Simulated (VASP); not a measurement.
# TaN (P-62m) in VASP: notebook, part 2 of 2

VASP 6.6.1. The steps go on from the part before.

**4. Single point, LDA+U, collinear spin, ferromagnetic start**

Input file INCAR:

```
SYSTEM = TaN
  PREC = Accurate
  ENCUT = 520
  EDIFF = 1E-7
  ISMEAR = 0
  SIGMA = 0.05
  LREAL = .FALSE.
  LASPH = .TRUE.
  NELM = 150
  ALGO = Normal
  ISIF = 2
  LWAVE = .FALSE.
  LCHARG = .FALSE.
  ISPIN = 2
  MAGMOM = 2 2 2 0 0 0
  LORBIT = 11
  LMAXMIX = 4
  LDAU = .TRUE.
  LDAUTYPE = 2
  LDAUL = 2 -1
  LDAUU = 3 0
  LDAUJ = 0 0
  LDAUPRINT = 1
  GGA = CA
  NBANDS = 37
```

Input file KPOINTS:

```
Automatic mesh
0
G
  4 4 6
  0 0 0
```

Input file POSCAR:

```
TaN
1.0
    5.1960001500      0.0000000000      0.0000000000
   -2.5980000800      4.4998681300      0.0000000000
    0.0000000000      0.0000000000      2.9109996000
Ta N
3 3
Direct
    0.3333333333      0.6666666667      0.5000000000
    0.6666666667      0.3333333333      0.5000000000
    0.0000000000      0.0000000000      0.0000000000
    0.3928500000      0.0000000000      0.0000000000
    0.6071500000      0.6071500000      0.0000000000
    0.0000000000      0.3928500000      0.0000000000
```

Potentials or basis: VASP PAW LDA potentials, release 64 (Ta_pv, N).

On the command line:

```bash
> cat potpaw_LDA.64/Ta_pv/POTCAR potpaw_LDA.64/N/POTCAR > POTCAR
> mpirun -np 1 vasp_std > vasp.out
```

OUTCAR:

```text
SYSTEM = TaN
   PREC = Accurate
   ENCUT = 520
   EDIFF = 1E-7
   ISMEAR = 0
   LREAL = .FALSE.
   LASPH = .TRUE.
   NELM = 150
   ISIF = 2
   ISPIN = 2
   LORBIT = 11
   GGA = CA

 ion  position               nearest neighbor table
   1  0.333  0.667  0.500-   6 2.16   6 2.16   5 2.16   5 2.16   4 2.16   4 2.16   2 3.00   2 3.00
                             2 3.00   3 3.33   3 3.33   3 3.33   3 3.33   3 3.33   3 3.33
   2  0.667  0.333  0.500-   6 2.16   6 2.16   4 2.16   4 2.16   5 2.16   5 2.16   1 3.00   1 3.00
                             1 3.00   3 3.33   3 3.33   3 3.33   3 3.33   3 3.33   3 3.33
   3  0.000  0.000  0.000-   5 2.04   4 2.04   6 2.04   2 3.33   2 3.33   1 3.33   1 3.33   1 3.33
                             2 3.33   2 3.33   1 3.33   2 3.33   2 3.33   1 3.33   1 3.33
   4  0.393  0.000  0.000-   3 2.04   2 2.16   2 2.16   1 2.16   1 2.16
   5  0.607  0.607  0.000-   3 2.04   1 2.16   1 2.16   2 2.16   2 2.16
   6  0.000  0.393  0.000-   3 2.04   2 2.16   2 2.16   1 2.16   1 2.16

  LATTYP: Found a hexagonal cell.
 ALAT       =     5.1960001500
 C/A-ratio  =     0.5602385520

  Lattice vectors:

 A1 = (   5.1960001500,   0.0000000000,   0.0000000000)
 A2 = (  -2.5980000800,   4.4998681300,   0.0000000000)
 A3 = (   0.0000000000,   0.0000000000,   2.9109996000)

Analysis of symmetry for initial positions (statically):
=====================================================================
 Subroutine PRICEL returns:
 Original cell was already a primitive cell.

 Routine SETGRP: Setting up the symmetry group for a
 hexagonal supercell.

 Subroutine GETGRP returns: Found 12 space group operations
 (whereof 12 operations were pure point group operations)
 out of a pool of 24 trial point group operations.

The static configuration has the point symmetry D_3h.

Analysis of symmetry for dynamics (positions and initial velocities):
=====================================================================
 Subroutine PRICEL returns:
 Original cell was already a primitive cell.

 Routine SETGRP: Setting up the symmetry group for a
 hexagonal supercell.

 Subroutine GETGRP returns: Found 12 space group operations
 (whereof 12 operations were pure point group operations)
[... 285 lines left out ...]
      6     -27.4693      1.00000
[... 613 lines left out ...]
     35      14.6351      0.00000
     36      14.9926      0.00000
 Fermi energy:         8.6270745689

 spin component 2

 k-point     1 :       0.0000    0.0000    0.0000
  band No.  band energies     occupation
      1     -28.1204      1.00000
      2     -28.1204      1.00000
      3     -27.7717      1.00000
      4     -27.7717      1.00000
      5     -27.5765      1.00000
      6     -27.4693      1.00000
[... 613 lines left out ...]
     35      14.6351      0.00000
     36      14.9926      0.00000
 [bands above 36 left out]

------------------------ aborting loop because EDIFF is reached ----------------------------------------

  FORCE on cell =-STRESS in cart. coord.  units (eV):
  Direction    XX          YY          ZZ          XY          YZ          ZX
  --------------------------------------------------------------------------------------
  -------------------------------------------------------------------------------------
  Total        0.3046127      0.3046127      0.2479955     -0.0000000     -0.0000000      0.0000000
  in kB        7.1704681      7.1704681      5.8377213     -0.0000000     -0.0000000      0.0000000
  external PRESSURE =       6.7262192 kB  Pullay stress =       0.0000000 kB

 VOLUME and BASIS-vectors are now :
 -----------------------------------------------------------------------------
  energy-cutoff  :      520.00
  volume of cell :       68.06
      direct lattice vectors                 reciprocal lattice vectors
     5.196000150  0.000000000  0.000000000     0.192455730  0.111114367  0.000000000
    -2.598000080  4.499868130  0.000000000     0.000000000  0.222228735  0.000000000
     0.000000000  0.000000000  2.910999600     0.000000000  0.000000000  0.343524609

 POSITION                                       TOTAL-FORCE (eV/Angst)
 -----------------------------------------------------------------------------------
     -0.00000      2.99991      1.45550        -0.000000      0.000000      0.000000
      2.59800      1.49996      1.45550         0.000000      0.000000      0.000000
      0.00000      0.00000      0.00000         0.000000      0.000000      0.000000
      2.04125      0.00000      0.00000         0.151859      0.000000     -0.000000
      1.57738      2.73209      0.00000        -0.075929     -0.131514      0.000000
     -1.02062      1.76777      0.00000        -0.075929      0.131514      0.000000
 -----------------------------------------------------------------------------------
    total drift:                               -0.000001     -0.000003      0.000000

  FREE ENERGIE OF THE ION-ELECTRON SYSTEM (eV)
  ---------------------------------------------------
  free  energy   TOTEN  =       -65.8635149942 eV

  energy  without entropy=      -65.8594668294  energy(sigma->0) =      -65.86149091

 total charge

# of ion       s       p       d       tot
------------------------------------------
    1        0.304   6.277   2.304   8.885
    2        0.304   6.277   2.304   8.885
    3        0.350   6.236   2.332   8.918
    4        1.226   2.557   0.000   3.783
    5        1.226   2.557   0.000   3.783
    6        1.226   2.557   0.000   3.783
--------------------------------------------------
tot          4.636  26.461   6.940  38.037

 magnetization (x)

# of ion       s       p       d       tot
------------------------------------------
    1       -0.000  -0.000  -0.000  -0.000
    2       -0.000  -0.000  -0.000  -0.000
    3       -0.000  -0.000   0.000   0.000
    4        0.000  -0.000   0.000  -0.000
    5        0.000  -0.000   0.000  -0.000
    6        0.000  -0.000   0.000  -0.000
--------------------------------------------------
tot          0.000  -0.000   0.000   0.000
```

stdout:

```text
POSCAR found type information on POSCAR TaN
 POSCAR found :  2 types and       6 ions
 scaLAPACK will be used
 LDA part: xc-table for (Slater(with rela. corr.)+CA(PZ))
 , standard interpolation
 POSCAR, INCAR and KPOINTS ok, starting setup
 FFT: planning ... GRIDC
 FFT: planning ... GRID_SOFT
 FFT: planning ... GRID
 WAVECAR not read
 entering main loop
```

It took 59 s on 1 thread of Intel Xeon Platinum 8488C (Sapphire Rapids), shared host; peak memory 0.2 GiB.

Results:

* Free energy: -65.8635 eV
* Pressure: 0.7 GPa
* Largest force: 0.152 eV/Å
* Band gap on the k mesh: zero (filled and empty bands overlap)
* Net moment: 0.00 μB per cell
* Valence electrons inside the program's atomic spheres: Ta 8.88, 8.92; N 3.78

Forces in eV/Å, atoms in the order of the input:
```
Ta   0.000  0.000  0.000
Ta   0.000  0.000  0.000
Ta   0.000  0.000  0.000
N    0.152  0.000  0.000
N   -0.076 -0.132  0.000
N   -0.076  0.132  0.000
```

Eigenvalues of the final occupation matrices:
```csv
site,spin,trace,eigenvalues
site 1 d,1,1.18,0.22 0.22 0.23 0.23 0.28
site 1 d,2,1.18,0.22 0.22 0.23 0.23 0.28
site 2 d,1,1.18,0.22 0.22 0.23 0.23 0.28
site 2 d,2,1.18,0.22 0.22 0.23 0.23 0.28
site 3 d,1,1.19,0.19 0.19 0.24 0.24 0.33
site 3 d,2,1.19,0.19 0.19 0.24 0.24 0.33
```

Caveat: spin-orbit coupling is left out, which moves the levels of the heavy elements. The state reached can hang on the start; a lower one may exist.
